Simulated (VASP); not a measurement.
# FeGe (P1) in VASP: a series of runs

The runs below take FeGe through single point, with r2SCAN.

Everything below comes from runs of VASP 6.6.1. Logs are shortened: lines on timing, memory, paths and dates and some standing lists are left out, and cuts for length are marked.

### 1 The cell of the first run

The typed cell holds 2 atoms: a = 3.016 Å, b = 3.016 Å, c = 3.016 Å, α = 90.00°, β = 90.00°, γ = 90.00°.

### 2 Single point, r2SCAN, collinear spin, ferromagnetic start

File POSCAR:

```
FeGe
1.0
    3.0161729560      0.0000000000      0.0000000000
    0.0000000000      3.0161729560      0.0000000000
    0.0000000000      0.0000000000      3.0161729560
Fe Ge
1 1
Direct
    0.0000000000      0.0000000000      0.0000000000
    0.4633440200      0.4507515000      0.4535288900
```

File INCAR.step1:

```
SYSTEM = FeGe
PREC = Accurate
ENCUT = 520
ISMEAR = 0
SIGMA = 0.05
LREAL = .False.
LASPH = .True.
NELM = 150
ISPIN = 2
MAGMOM = 2 0
LMAXMIX = 4
NBANDS = 22
GGA = PE
ALGO = Normal
EDIFF = 1E-4
LWAVE = .True.
LCHARG = .False.
```

File INCAR.step2:

```
SYSTEM = FeGe
PREC = Accurate
ENCUT = 520
EDIFF = 1E-7
ISMEAR = 0
SIGMA = 0.05
LREAL = .False.
LASPH = .True.
NELM = 150
ALGO = Normal
ISIF = 2
LWAVE = .False.
LCHARG = .True.
ISPIN = 2
MAGMOM = 2 0
LORBIT = 11
LMAXMIX = 4
METAGGA = R2SCAN
LMIXTAU = .True.
LELF = .True.
LVHAR = .True.
NBANDS = 22
ISTART = 1
```

File KPOINTS:

```
regular mesh
0
Gamma
  3 3 3
  0 0 0
```

Potentials or basis: VASP PAW PBE potentials, release 64 (Fe, Ge_d).

Run with:

```console
$ cat potpaw_PBE.64/Fe/POTCAR potpaw_PBE.64/Ge_d/POTCAR > POTCAR
$ cp INCAR.step1 INCAR
$ mpirun -np 1 vasp_std > vasp.out
$ cp INCAR.step2 INCAR
$ mpirun -np 1 vasp_std > vasp.out
```

OUTCAR:

```text
SYSTEM = FeGe
   PREC = Accurate
   ENCUT = 520
   EDIFF = 1E-7
   ISMEAR = 0
   LREAL = .False.
   LASPH = .True.
   NELM = 150
   ISIF = 2
   ISPIN = 2
   LORBIT = 11
   METAGGA = R2SCAN
   ISTART = 1

 ion  position               nearest neighbor table
   1  0.000  0.000  0.000-   2 2.38   2 2.52   2 2.55   2 2.56   2 2.68   2 2.69   2 2.72   2 2.84

   2  0.463  0.451  0.454-   1 2.38   1 2.52   1 2.55   1 2.56   1 2.68   1 2.69   1 2.72   1 2.84

  LATTYP: Found a simple cubic cell.
 ALAT       =     3.0161729560

  Lattice vectors:

 A1 = (   3.0161729560,   0.0000000000,   0.0000000000)
 A2 = (   0.0000000000,   3.0161729560,   0.0000000000)
 A3 = (   0.0000000000,   0.0000000000,   3.0161729560)

Analysis of symmetry for initial positions (statically):
=====================================================================
 Subroutine PRICEL returns:
 Original cell was already a primitive cell.

 Routine SETGRP: Setting up the symmetry group for a
 simple cubic supercell.

 Subroutine GETGRP returns: Found  1 space group operations
 (whereof  1 operations were pure point group operations)
 out of a pool of 48 trial point group operations.

The static configuration has the point symmetry C_1 .

Analysis of symmetry for dynamics (positions and initial velocities):
=====================================================================
 Subroutine PRICEL returns:
 Original cell was already a primitive cell.

 Routine SETGRP: Setting up the symmetry group for a
 simple cubic supercell.

 Subroutine GETGRP returns: Found  1 space group operations
 (whereof  1 operations were pure point group operations)
 out of a pool of 48 trial point group operations.

The dynamic configuration has the point symmetry C_1 .

Analysis of structural, dynamic, and magnetic symmetry:
=====================================================================
 Subroutine PRICEL returns:
 Original cell was already a primitive cell.

 Routine SETGRP: Setting up the symmetry group for a
 simple cubic supercell.

 Subroutine GETGRP returns: Found  1 space group operations
 (whereof  1 operations were pure point group operations)
 out of a pool of 48 trial point group operations.

The overall configuration has the point symmetry C_1 .

 Subroutine INISYM returns: Found  1 space group operations
 (whereof  1 operations are pure point group operations),
 and found     1 'primitive' translations

----------------------------------------------------------------------------------------

                                     Primitive cell

  volume of cell :      27.4390

  direct lattice vectors                    reciprocal lattice vectors
     3.016172956  0.000000000  0.000000000     0.331545974  0.000000000  0.000000000
     0.000000000  3.016172956  0.000000000     0.000000000  0.331545974  0.000000000
     0.000000000  0.000000000  3.016172956     0.000000000  0.000000000  0.331545974

  length of vectors
     3.016172956  3.016172956  3.016172956     0.331545974  0.331545974  0.331545974

  position of ions in fractional coordinates (direct lattice)
     0.000000000  0.000000000  0.000000000
     0.463344020  0.450751500  0.453528890

  ion indices of the primitive-cell ions
   primitive index   ion index
                 1           1
                 2           2

----------------------------------------------------------------------------------------

 KPOINTS: regular mesh

Automatic generation of k-mesh.
 Grid dimensions read from file:
 generate k-points for:    3    3    3

 Generating k-lattice:

  Cartesian coordinates                     Fractional coordinates (reciprocal lattice)
     0.110515325  0.000000000  0.000000000     0.333333333  0.000000000  0.000000000
     0.000000000  0.110515325  0.000000000     0.000000000  0.333333333  0.000000000
     0.000000000  0.000000000  0.110515325     0.000000000  0.000000000  0.333333333

  Length of vectors
     0.110515325  0.110515325  0.110515325

  Shift w.r.t. Gamma in fractional coordinates (k-lattice)
     0.000000000  0.000000000  0.000000000

 Subroutine IBZKPT returns following result:
 ===========================================

 Found     14 irreducible k-points:

 Following reciprocal coordinates:
            Coordinates               Weight
  0.000000  0.000000  0.000000      1.000000
  0.333333  0.000000  0.000000      2.000000
  0.000000  0.333333  0.000000      2.000000
  0.000000  0.000000  0.333333      2.000000
  0.333333  0.333333  0.000000      2.000000
  0.000000  0.333333  0.333333      2.000000
  0.333333  0.000000  0.333333      2.000000
 -0.333333  0.333333  0.000000      2.000000
 -0.333333  0.000000  0.333333      2.000000
  0.000000 -0.333333  0.333333      2.000000
  0.333333  0.333333  0.333333      2.000000
 -0.333333  0.333333  0.333333      2.000000
 -0.333333 -0.333333  0.333333      2.000000
  0.333333 -0.333333  0.333333      2.000000
   k-points           NKPTS =     14   k-points in BZ     NKDIM =     14   number of bands    NBANDS=     22
   number of dos      NEDOS =    301   number of ions     NIONS =      2
   total plane-waves  NPLWV =  13824
   dimension x,y,z NGX =    24 NGY =   24 NGZ =   24
   dimension x,y,z NGXF=    48 NGYF=   48 NGZF=   48
   ions per type =               1   1
   NGX,Y,Z   is equivalent  to a cutoff of  13.23, 13.23, 13.23 a.u.
   NGXF,Y,Z  is equivalent  to a cutoff of  26.46, 26.46, 26.46 a.u.
 SYSTEM =  FeGe
   PREC   = accura    normal or accurate (medium, high low for compatibility)
   ISTART =      1    job   : 0-new  1-cont  2-samecut
   ICHARG =      0    charge: 1-file 2-atom 10-const
   ISPIN  =      2    spin polarized calculation?
   LNONCOLLINEAR =      F non collinear calculations
   LSORBIT =      F    spin-orbit coupling
   LASPH  =      T    aspherical Exc in radial PAW
   ENCUT  =  520.0 eV  38.22 Ry    6.18 a.u.   5.61  5.61  5.61*2*pi/ulx,y,z
   NELM   =    150;   NELMIN=  2; NELMDL=  0     # of ELM steps
   EDIFF  = 0.1E-06   stopping-criterion for ELM
   LREAL  =      F    real-space projection
   EDIFFG = 0.1E-05   stopping-criterion for IOM
   NSW    =      0    number of steps for IOM
   IBRION =     -1    ionic relax: 0-MD 1-quasi-New 2-CG
   NFREE  =      0    steps in history (QN), initial steepest desc. (CG)
   ISIF   =      2    stress and relaxation
   ISYM   =      2    0-nonsym 1-usesym 2-fastsym
   POTIM  = 0.5000    time-step for ionic-motion
   TEBEG  =    0.0;   TEEND  =   0.0 temperature during run
   PSTRESS=    0.0 pullay stress
   NELECT =      22.0000    total number of electrons
   NUPDOWN=      -1.0000    fix difference up-down
   EMIN   =  10.00;   EMAX   =-10.00  energy-range for DOS
   EFERMI =   0.00;   METHOD = LEGACY
   ISMEAR =     0;   SIGMA  =   0.05  broadening in eV -4-tet -1-fermi 0-gaus
   EFERMI_NEDOS =   21; number of points for ismear=-14 and -15
   IALGO  =     38    algorithm
   IMIX   =      4    mixing-type and parameters
     AMIX     =   0.40;   BMIX     =  1.00
     AMIX_MAG =   1.60;   BMIX_MAG =  1.00
  volume/ion in A,a.u.               =      13.72        92.58
  Fermi-wavevector in a.u.,A,eV,Ry     =   1.520873  2.874032 31.471000  2.313053
  Thomas-Fermi vector in A             =   2.629664
   LORBIT       =     11    0 simple, 1 ext, 2 COOP (PROOUT), +10 PAW based schemes
   METAGGA = R2SCAN    functional components
   LHFCALC =     F    Hartree Fock is set to
   AEXX    =    0.0000 exact exchange contribution
   IVDW    =     0    specifies the selected vdW correction
   LEPSILON=     F    determine dielectric tensor
   LRPA    =     F    only Hartree local field effects (RPA)
 spin polarized calculation
 Gauss-broadening in eV      SIGMA  =   0.05
  energy-cutoff  :      520.00
  volume of cell :       27.44
 maximum number of plane-waves:       748
 NGX is ok and might be reduce to    24
   NGX = 11   NGY = 11   NGZ = 11

 number of electron      22.0000003 magnetization      -0.0000000

 number of electron      22.0000003 magnetization       0.0000000

 Free energy of the ion-electron system (eV)
  ---------------------------------------------------
  ext. energy  EPLUGINS =         0.00000000
  ---------------------------------------------------
  free energy    TOTEN  =       -27.25396347 eV

  energy without entropy =      -27.25396347  energy(sigma->0) =      -27.25396347

 E-fermi :   7.1506     XC(G=0): -13.8096

 val. band max:        6.8104461558   @ k =   0.3333   0.0000   0.0000
 cond. band min:       7.4410749031   @ k =   0.3333  -0.3333   0.3333
 fundamental gap:      0.6306287472
 Fermi energy:         7.1505681960

 spin component 1

 k-point     1 :       0.0000    0.0000    0.0000
  band No.  band energies     occupation
      1     -18.2877      1.00000
      2     -18.2853      1.00000
      3     -18.2044      1.00000
      4     -18.1939      1.00000
      5     -18.1918      1.00000
      6      -6.1469      1.00000
[... 14 lines left out ...]
     21      29.3899      0.00000
     22      29.3989      0.00000
[... 301 lines left out ...]
 k-point    14 :       0.3333   -0.3333    0.3333
  band No.  band energies     occupation
      1     -18.2495      1.00000
      2     -18.2415      1.00000
      3     -18.2393      1.00000
      4     -18.1775      1.00000
      5     -18.1749      1.00000
      6      -1.2791      1.00000
[... 14 lines left out ...]
     21      31.8979      0.00000
     22      34.7956      0.00000
 Fermi energy:         7.1505681960

 spin component 2

 k-point     1 :       0.0000    0.0000    0.0000
  band No.  band energies     occupation
      1     -18.2877      1.00000
      2     -18.2853      1.00000
      3     -18.2044      1.00000
      4     -18.1939      1.00000
      5     -18.1918      1.00000
      6      -6.1469      1.00000
[... 14 lines left out ...]
     21      29.3899      0.00000
     22      29.3989      0.00000
[... 302 lines left out ...]
  band No.  band energies     occupation
      1     -18.2495      1.00000
      2     -18.2415      1.00000
      3     -18.2393      1.00000
      4     -18.1775      1.00000
      5     -18.1749      1.00000
      6      -1.2791      1.00000
[... 14 lines left out ...]
     21      31.8979      0.00000
     22      34.7956      0.00000

------------------------ aborting loop because EDIFF is reached ----------------------------------------

  FORCE on cell =-STRESS in cart. coord.  units (eV):
  Direction    XX          YY          ZZ          XY          YZ          ZX
  --------------------------------------------------------------------------------------
  -------------------------------------------------------------------------------------
  Total       -3.6938440     -3.6861728     -3.6884955      0.4683590      0.5794086      0.4451734
  in kB     -215.6852327   -215.2373083   -215.3729307     27.3476965     33.8319305     25.9938756
  external PRESSURE =    -215.4318239 kB  Pullay stress =       0.0000000 kB

 VOLUME and BASIS-vectors are now :
 -----------------------------------------------------------------------------
  energy-cutoff  :      520.00
  volume of cell :       27.44
      direct lattice vectors                 reciprocal lattice vectors
     3.016172956  0.000000000  0.000000000     0.331545974  0.000000000  0.000000000
     0.000000000  3.016172956  0.000000000     0.000000000  0.331545974  0.000000000
     0.000000000  0.000000000  3.016172956     0.000000000  0.000000000  0.331545974

 POSITION                                       TOTAL-FORCE (eV/Angst)
 -----------------------------------------------------------------------------------
      0.00000      0.00000      0.00000        -0.201175     -0.253958     -0.244630
      1.39753      1.35954      1.36792         0.201175      0.253958      0.244630
 -----------------------------------------------------------------------------------
    total drift:                               -0.007033      0.006912      0.005601

  FREE ENERGIE OF THE ION-ELECTRON SYSTEM (eV)
  ---------------------------------------------------
  free  energy   TOTEN  =       -27.2539634712 eV

  energy  without entropy=      -27.2539634712  energy(sigma->0) =      -27.25396347

 total charge

# of ion       s       p       d       tot
------------------------------------------
    1        0.367   0.419   6.413   7.199
    2        1.067   1.160  10.099  12.327
--------------------------------------------------
tot          1.434   1.579  16.512  19.526

 magnetization (x)

# of ion       s       p       d       tot
------------------------------------------
    1        0.000   0.000  -0.000  -0.000
    2        0.000   0.000   0.000   0.000
--------------------------------------------------
tot          0.000   0.000  -0.000  -0.000
```

Run time: 28 s. Hardware: 1 thread of Intel Xeon 6975P-C (Granite Rapids), shared host; peak memory 0.15 GiB.

Results:

```
Free energy                                           : -27.2540 eV
Pressure                                              : -21.5 GPa
Largest force                                         : 0.406 eV/Å
Band gap on the k mesh                                : 0.63 eV, indirect (least direct gap 0.77 eV)
Net moment                                            : 0.00 μB per cell
Valence electrons inside the program's atomic spheres : Fe 7.20; Ge 12.33
```

Forces on the atoms (eV/Å):
```
Fe  -0.201 -0.254 -0.245
Ge   0.201  0.254  0.245
```

Caveat: the k points lie up to 0.69 Å⁻¹ apart; the starting moments collapsed, and a magnetic state may lie lower; the PAW data sets were made with another functional, which shifts forces and pressure a little.

[end of part 1 of 4]
